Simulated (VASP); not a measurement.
Here is a VASP 6.6.1 calculation.

File INCAR:

```
SYSTEM = C
PREC = Accurate ; ENCUT = 600
EDIFF = 1E-6 ; ISMEAR = -1
SIGMA = 0.05 ; LREAL = .False.
LASPH = .True. ; NELM = 120
ALGO = Normal ; ISIF = 2
LWAVE = .False. ; LCHARG = .False.
GGA = PE ; NBANDS = 11
GGA_COMPAT = .False.
```

KPOINTS

```
regular mesh
0
Gamma
  13 13 7
  0 0 0
```

File POSCAR:

```
C
1.0
    2.0704308669      0.0000000000      0.0000000000
   -1.0352154334      1.7930457275      0.0000000000
    0.0000000000      0.0000000000      3.3247090837
C
2
Direct
    0.3333333333      0.6666666667      0.2500000000
    0.6666666667      0.3333333333      0.7500000000
```

Potentials or basis: VASP PAW PBE potentials, release 64 (C).

The run is started by

```console
$ cat potpaw_PBE.64/C/POTCAR > POTCAR
$ mpirun -np 1 vasp_std > vasp.out
```

(1) Predict the band gap on the k mesh.

(2) Estimate the pressure.

Answers

(1) zero (band 4 reaches 17.10 eV, above the bottom of band 5 at 5.50 eV).

(2) 19.9 GPa.
